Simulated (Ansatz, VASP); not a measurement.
## Ge: VASP beside Ansatz

```xyz
2
Lattice="0.0000 2.7501 2.7501 2.7501 0.0000 2.7501 2.7501 2.7501 0.0000" Properties=species:S:1:pos:R:3 pbc="T T T"
Ge    0.0000    0.0000    0.0000
Ge    1.3750    1.3750    1.3750
```

Alike in both runs: task single point; functional PBEsol; k mesh 14 × 14 × 14; occupations gaussian, width 0.1 eV; no spin polarisation.

|  | VASP | Ansatz |
| --- | --- | --- |
| version | VASP 6.6.1 | Ansatz 0.2.0 |
| potentials or method | VASP PAW PBE potentials, release 64 (Ge_d), cutoff 520 eV | scalar-relativistic, plane waves, PAW |
| valence electrons in the cell | 28 | 28 |

Ansatz gave:

```
gap on the k mesh at the Fermi level (eV) : 0.36
least direct gap on the mesh (eV)         : 0.78
pressure (GPa)                            : 8.0
```

What did VASP give for the same quantities?

gap on the k mesh at the Fermi level (eV): 0.36; least direct gap on the mesh (eV): 0.79; pressure (GPa): 7.8.

VASP's potentials were made for PBE, not for PBEsol. With one functional, cell and mesh, what is left measures potentials, basis and numerics.
